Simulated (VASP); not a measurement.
# Si3P2 (P-3m1) in VASP: a series of runs

The runs below take Si3P2 through relaxation of cell and atoms, single point, with PBE.

Everything below comes from runs of VASP 6.6.1. Logs are shortened: lines on timing, memory, paths and dates and some standing lists are left out, and cuts for length are marked.

### Step 1. The cell of the first run

The structure is trigonal, space group P-3m1 (No. 164). Conventional cell: a = 4.173 Å, b = 4.173 Å, c = 5.039 Å, α = 90.00°, β = 90.00°, γ = 120.00°. Si (site symmetry -3m) has 6 P at 2.51 Å and 6 Si at 3.06 Å within 3.3 Å. Within 3.2 Å of Si (site symmetry 3m) lie 5 P at 2.45 to 2.69 Å and 6 Si at 2.72 to 3.06 Å. Within 3.2 Å of P (site symmetry 3m) lie 8 Si at 2.45 to 2.69 Å and 3 P at 2.78 Å.

### Step 2. Relaxation of cell and atoms, PBE

INCAR

```
SYSTEM = Si3P2
ALGO = Normal
EDIFF = 1E-6
EDIFFG = -0.04
ENCUT = 600
GGA = PE
IBRION = 2
ISIF = 3
ISMEAR = 0
LASPH = .True.
LCHARG = .False.
LREAL = .False.
LWAVE = .False.
NELM = 60
NSW = 90
PREC = Accurate
SIGMA = 0.1
```

KPOINTS

```
k-points
0
Gamma
  6 6 4
  0 0 0
```

POSCAR

```
Si3P2
1.0
    4.1730426216      0.0000000000      0.0000000000
   -2.0865213108      3.6139609214      0.0000000000
    0.0000000000      0.0000000000      5.0385641271
Si P
3 2
Direct
    0.0000000000      0.0000000000      0.0000000000
    0.3333333333      0.6666666667      0.6250000000
    0.6666666667      0.3333333333      0.3750000000
    0.3333333333      0.6666666667      0.1380000000
    0.6666666667      0.3333333333      0.8620000000
```

Potentials or basis: VASP PAW PBE potentials, release 64 (Si, P).

Command:

```bash
$ cat potpaw_PBE.64/Si/POTCAR potpaw_PBE.64/P/POTCAR > POTCAR
$ mpirun -np 1 vasp_std > vasp.out
```

OUTCAR:

```text
SYSTEM = Si3P2
   EDIFF = 1E-6
   EDIFFG = -0.04
   ENCUT = 600
   GGA = PE
   IBRION = 2
   ISIF = 3
   ISMEAR = 0
   LASPH = .True.
   LREAL = .False.
   NELM = 60
   NSW = 90
   PREC = Accurate

 ion  position               nearest neighbor table
   1  0.000  0.000  0.000-   4 2.51   5 2.51   5 2.51   4 2.51   5 2.51   4 2.51   2 3.06   3 3.06
                             2 3.06   3 3.06   3 3.06   2 3.06
   2  0.333  0.667  0.625-   4 2.45   4 2.58   5 2.69   5 2.69   5 2.69   3 2.72   3 2.72   3 2.72
                             1 3.06   1 3.06   1 3.06
   3  0.667  0.333  0.375-   5 2.45   5 2.58   4 2.69   4 2.69   4 2.69   2 2.72   2 2.72   2 2.72
                             1 3.06   1 3.06   1 3.06
   4  0.333  0.667  0.138-   2 2.45   1 2.51   1 2.51   1 2.51   2 2.58   3 2.69   3 2.69   3 2.69
                             5 2.78   5 2.78   5 2.78
   5  0.667  0.333  0.862-   3 2.45   1 2.51   1 2.51   1 2.51   3 2.58   2 2.69   2 2.69   2 2.69
                             4 2.78   4 2.78   4 2.78

  LATTYP: Found a hexagonal cell.
 ALAT       =     4.1730426216
 C/A-ratio  =     1.2074077799

  Lattice vectors:

 A1 = (   4.1730426216,   0.0000000000,   0.0000000000)
 A2 = (  -2.0865213108,   3.6139609214,   0.0000000000)
 A3 = (   0.0000000000,   0.0000000000,   5.0385641271)

Analysis of symmetry for initial positions (statically):
=====================================================================
 Subroutine PRICEL returns:
 Original cell was already a primitive cell.

 Routine SETGRP: Setting up the symmetry group for a
 hexagonal supercell.

 Subroutine GETGRP returns: Found 12 space group operations
 (whereof 12 operations were pure point group operations)
 out of a pool of 24 trial point group operations.

The static configuration has the point symmetry D_3d.

Analysis of symmetry for dynamics (positions and initial velocities):
=====================================================================
 Subroutine PRICEL returns:
 Original cell was already a primitive cell.

 Routine SETGRP: Setting up the symmetry group for a
 hexagonal supercell.

 Subroutine GETGRP returns: Found 12 space group operations
 (whereof 12 operations were pure point group operations)
 out of a pool of 24 trial point group operations.

The dynamic configuration has the point symmetry D_3d.

 Subroutine INISYM returns: Found 12 space group operations
 (whereof 12 operations are pure point group operations),
 and found     1 'primitive' translations

----------------------------------------------------------------------------------------

                                     Primitive cell

  volume of cell :      75.9877

  direct lattice vectors                    reciprocal lattice vectors
     4.173042622  0.000000000  0.000000000     0.239633306  0.138352354  0.000000000
    -2.086521311  3.613960921  0.000000000     0.000000000  0.276704708  0.000000000
     0.000000000  0.000000000  5.038564127     0.000000000  0.000000000  0.198469241

  length of vectors
     4.173042622  4.173042622  5.038564127     0.276704708  0.276704708  0.198469241

  position of ions in fractional coordinates (direct lattice)
     0.000000000  0.000000000  0.000000000
     0.333333333  0.666666667  0.625000000
     0.666666667  0.333333333  0.375000000
     0.333333333  0.666666667  0.138000000
     0.666666667  0.333333333  0.862000000

  ion indices of the primitive-cell ions
   primitive index   ion index
                 1           1
                 2           2
                 3           3
                 4           4
                 5           5

----------------------------------------------------------------------------------------

 KPOINTS: k-points

Automatic generation of k-mesh.
 Grid dimensions read from file:
 generate k-points for:    6    6    4

 Generating k-lattice:

  Cartesian coordinates                     Fractional coordinates (reciprocal lattice)
     0.039938884  0.023058726  0.000000000     0.166666667  0.000000000  0.000000000
     0.000000000  0.046117451  0.000000000     0.000000000  0.166666667  0.000000000
     0.000000000  0.000000000  0.049617310     0.000000000  0.000000000  0.250000000

  Length of vectors
     0.046117451  0.046117451  0.049617310

  Shift w.r.t. Gamma in fractional coordinates (k-lattice)
     0.000000000  0.000000000  0.000000000

 Subroutine IBZKPT returns following result:
 ===========================================

 Found     24 irreducible k-points:

 Following reciprocal coordinates:
            Coordinates               Weight
  0.000000  0.000000  0.000000      1.000000
  0.166667  0.000000  0.000000      6.000000
  0.333333  0.000000  0.000000      6.000000
  0.500000 -0.000000  0.000000      3.000000
  0.166667  0.166667  0.000000      6.000000
  0.333333  0.166667  0.000000     12.000000
[... 16 lines left out ...]
  0.333333  0.166667  0.500000     12.000000
  0.333333  0.333333  0.500000      2.000000
   k-points           NKPTS =     24   k-points in BZ     NKDIM =     24   number of bands    NBANDS=     15
   number of dos      NEDOS =    301   number of ions     NIONS =      5
   total plane-waves  NPLWV =  51840
   dimension x,y,z NGX =    36 NGY =   36 NGZ =   40
   dimension x,y,z NGXF=    72 NGYF=   72 NGZF=   80
   ions per type =               3   2
   NGX,Y,Z   is equivalent  to a cutoff of  14.34, 14.34, 13.20 a.u.
   NGXF,Y,Z  is equivalent  to a cutoff of  28.68, 28.68, 26.40 a.u.
 SYSTEM =  Si3P2
   PREC   = accura    normal or accurate (medium, high low for compatibility)
   ISTART =      0    job   : 0-new  1-cont  2-samecut
   ICHARG =      2    charge: 1-file 2-atom 10-const
   ISPIN  =      1    spin polarized calculation?
   LNONCOLLINEAR =      F non collinear calculations
   LSORBIT =      F    spin-orbit coupling
   LASPH  =      T    aspherical Exc in radial PAW
   ENCUT  =  600.0 eV  44.10 Ry    6.64 a.u.   8.33  8.33 10.06*2*pi/ulx,y,z
   NELM   =     60;   NELMIN=  2; NELMDL= -5     # of ELM steps
   EDIFF  = 0.1E-05   stopping-criterion for ELM
   LREAL  =      F    real-space projection
   EDIFFG = -.4E-01   stopping-criterion for IOM
   NSW    =     90    number of steps for IOM
   IBRION =      2    ionic relax: 0-MD 1-quasi-New 2-CG
   NFREE  =      1    steps in history (QN), initial steepest desc. (CG)
   ISIF   =      3    stress and relaxation
   ISYM   =      2    0-nonsym 1-usesym 2-fastsym
   POTIM  = 0.5000    time-step for ionic-motion
   TEBEG  =    0.0;   TEEND  =   0.0 temperature during run
   PSTRESS=    0.0 pullay stress
   NELECT =      22.0000    total number of electrons
   NUPDOWN=      -1.0000    fix difference up-down
   EMIN   =  10.00;   EMAX   =-10.00  energy-range for DOS
   EFERMI =   0.00;   METHOD = LEGACY
   ISMEAR =     0;   SIGMA  =   0.10  broadening in eV -4-tet -1-fermi 0-gaus
   EFERMI_NEDOS =   21; number of points for ismear=-14 and -15
   IALGO  =     38    algorithm
   IMIX   =      4    mixing-type and parameters
     AMIX     =   0.40;   BMIX     =  1.00
     AMIX_MAG =   1.60;   BMIX_MAG =  1.00
  volume/ion in A,a.u.               =      15.20       102.56
  Fermi-wavevector in a.u.,A,eV,Ry     =   1.083016  2.046603 15.958583  1.172923
  Thomas-Fermi vector in A             =   2.219071
   LORBIT       =      0    0 simple, 1 ext, 2 COOP (PROOUT), +10 PAW based schemes
   GGA     = PE    functional components
   LHFCALC =     F    Hartree Fock is set to
   AEXX    =    0.0000 exact exchange contribution
   IVDW    =     0    specifies the selected vdW correction
   LEPSILON=     F    determine dielectric tensor
   LRPA    =     F    only Hartree local field effects (RPA)
 conjugate gradient relaxation of ions
 non-spin polarized calculation
 Gauss-broadening in eV      SIGMA  =   0.10
  energy-cutoff  :      600.00
  volume of cell :       75.99
 maximum number of plane-waves:      2558
 NGX is ok and might be reduce to    36
   NGX = 17   NGY = 17   NGZ = 21

--------------------------------------- Ionic step        1  -------------------------------------------

 number of electron      21.9999999 magnetization

 Free energy of the ion-electron system (eV)
  ---------------------------------------------------
  ext. energy  EPLUGINS =         0.00000000
  ---------------------------------------------------
  free energy    TOTEN  =       -23.67712789 eV

  energy without entropy =      -23.65763424  energy(sigma->0) =      -23.66738106

------------------------ aborting loop because EDIFF is reached ----------------------------------------

  FORCE on cell =-STRESS in cart. coord.  units (eV):
  Direction    XX          YY          ZZ          XY          YZ          ZX
  --------------------------------------------------------------------------------------
  -------------------------------------------------------------------------------------
  Total        1.8512858      1.8512858      3.1103877      0.0000000      0.0000000      0.0000000
  in kB       39.0338146     39.0338146     65.5816047      0.0000000      0.0000000      0.0000000
  external PRESSURE =      47.8830780 kB  Pullay stress =       0.0000000 kB
[... 98 lines left out ...]
  FREE ENERGIE OF THE ION-ELECTRON SYSTEM (eV)
  ---------------------------------------------------
  free  energy   TOTEN  =       -23.8264575845 eV

  energy  without entropy=      -23.8127347329  energy(sigma->0) =      -23.81959616

[... ionic steps 4 to 31 ...]

--------------------------------------- Ionic step       32  -------------------------------------------

 number of electron      21.9999999 magnetization

------------------------ aborting loop because EDIFF is reached ----------------------------------------

  FORCE on cell =-STRESS in cart. coord.  units (eV):
  Direction    XX          YY          ZZ          XY          YZ          ZX
  --------------------------------------------------------------------------------------
  -------------------------------------------------------------------------------------
  Total       -0.0351665     -0.0351665     -0.0030323      0.0000000      0.0000000     -0.0000000
  in kB       -0.6961444     -0.6961444     -0.0600267      0.0000000      0.0000000     -0.0000000
  external PRESSURE =      -0.4841051 kB  Pullay stress =       0.0000000 kB
[... 63 lines left out ...]
  energy  without entropy=      -25.1168989313  energy(sigma->0) =      -25.12198990

--------------------------------------- Ionic step       34  -------------------------------------------

 number of electron      21.9999999 magnetization

 Free energy of the ion-electron system (eV)
  ---------------------------------------------------
  ext. energy  EPLUGINS =         0.00000000
  ---------------------------------------------------
  free energy    TOTEN  =       -25.12755738 eV

  energy without entropy =      -25.11746224  energy(sigma->0) =      -25.12250981

 E-fermi :   8.5525     XC(G=0): -10.5908

 val. band max:        8.4889439988   @ k =   0.1667   0.1667   0.2500
 cond. band min:       8.5608410022   @ k =   0.3333   0.0000   0.2500
 fundamental gap:      0.0718970034
 Fermi energy:         8.5524607668

 k-point     1 :       0.0000    0.0000    0.0000
  band No.  band energies     occupation
      1      -6.4448      2.00000
      2      -1.9534      2.00000
      3       0.6036      2.00000
      4       2.2371      2.00000
      5       3.3665      2.00000
      6       3.3665      2.00000
      7       4.9337      2.00000
      8       4.9337      2.00000
      9       5.0394      2.00000
     10       6.4502      2.00000
     11       7.2169      2.00000
     12       7.2169      2.00000
     13       8.1546      2.00000
     14      10.4345      0.00000
     15      10.4345      0.00000
[... 444 lines left out ...]
  FREE ENERGIE OF THE ION-ELECTRON SYSTEM (eV)
  ---------------------------------------------------
  free  energy   TOTEN  =       -25.1275573786 eV

  energy  without entropy=      -25.1174622378  energy(sigma->0) =      -25.12250981

 reached required accuracy - stopping structural energy minimisation
```

Wall time 8.7 min (1 thread of Oxide Virtual Turin-like, shared host); peak memory 0.19 GiB.

Results:

```yaml
Free_energy: -25.1276 eV
Relaxed_volume: 16.17 Å³/atom
Relaxed_cell: a = 4.345 Å, b = 4.345 Å, c = 4.947 Å, α = 90.00°, β = 90.00°, γ = 120.00°
Space_group_after_relaxing_to_0.1_Å: P-3m1 (No. 164)
Energy_gained_by_relaxing: 290.1 meV/atom
Ionic_steps: 34
Pressure_after_relaxing: 0.1 GPa
Largest_force_after_relaxing: 0.024 eV/Å
Band_gap_on_the_k_mesh: zero (bands 11 and 12 overlap by 3.66 eV)
```

Forces on the atoms (eV/Å):
```
Si   0.000  0.000  0.000
Si   0.000  0.000 -0.024
Si   0.000  0.000  0.024
P    0.000  0.000 -0.008
P    0.000  0.000  0.008
```

The path:
| step | energy change (eV) | largest force (eV/Å) | pressure (GPa) | volume (Å³) |
| --- | --- | --- | --- | --- |
| 1 | 0.0000 | 0.7525 | 4.79 | 75.99 |
| 2 | -0.1351 | 1.0268 | -0.73 | 81.09 |
| 3 | -0.1493 | 1.1056 | -2.70 | 83.55 |
| 4 | -0.2800 | 1.1400 | -3.35 | 84.49 |
| 5 | -0.5482 | 0.4548 | -3.39 | 86.89 |
| 6 | -0.5555 | 0.8918 | -2.87 | 87.97 |
| 7 | -0.5626 | 0.6708 | -3.10 | 87.50 |
| 8 | -0.7093 | 0.8259 | -1.23 | 85.03 |
| 9 | -0.7431 | 0.9305 | 0.20 | 83.50 |
| 10 | -0.8098 | 0.3180 | -0.87 | 83.31 |
| 11 | -0.8112 | 0.2353 | -0.97 | 83.27 |
| 12 | -0.8274 | 0.2461 | -0.15 | 82.13 |
| 13 | -0.8434 | 0.2942 | 1.54 | 79.85 |
| 14 | -0.8551 | 0.2957 | 1.43 | 79.85 |
| 15 | -0.8904 | 0.2738 | 1.30 | 79.83 |
| 16 | -0.9561 | 0.5775 | 1.38 | 79.74 |
| 17 | -1.0871 | 0.5729 | 1.44 | 79.32 |
| 18 | -0.9948 | 1.7868 | 4.52 | 77.53 |
| 19 | -1.0853 | 0.7149 | 1.86 | 79.11 |
| 20 | -1.1867 | 0.7892 | 2.08 | 78.43 |
| 21 | -1.1938 | 0.8979 | 2.83 | 78.01 |
| 22 | -1.2051 | 0.6335 | 2.28 | 78.22 |
| 23 | -1.2055 | 0.7156 | 2.42 | 78.15 |
| 24 | -1.2213 | 0.8369 | 2.22 | 78.49 |
| 25 | -1.2238 | 0.9162 | 2.13 | 78.68 |
| 26 | -1.2579 | 0.8209 | 1.55 | 79.16 |
| 27 | -1.3357 | 0.5081 | -0.10 | 80.60 |
| 28 | -1.3932 | 0.1270 | -2.85 | 83.51 |
| 29 | -1.4285 | 0.0820 | -1.83 | 82.50 |
| 30 | -1.4491 | 0.0771 | -0.39 | 81.22 |
| 31 | -1.4496 | 0.0812 | -0.11 | 80.99 |
| 32 | -1.4496 | 0.0820 | -0.05 | 80.94 |
| 33 | -1.4500 | 0.0638 | -0.02 | 80.92 |
| 34 | -1.4504 | 0.0239 | 0.10 | 80.87 |

Final structure:
```
Si P
1.0
     4.34458    0.00000    0.00000
    -2.17229    3.76252    0.00000
     0.00000    0.00000    4.94693
Si P
3 2
Direct
  0.00000 0.00000 0.00000
  0.33333 0.66667 0.75691
  0.66667 0.33333 0.24309
  0.33333 0.66667 0.24486
  0.66667 0.33333 0.75514
```

Caveat: the highest band is partly filled, so the run has too few bands.

(Part 1 of 2 ends here.)

The gap in the log of VASP goes by the Fermi energy; the results here count the filled bands.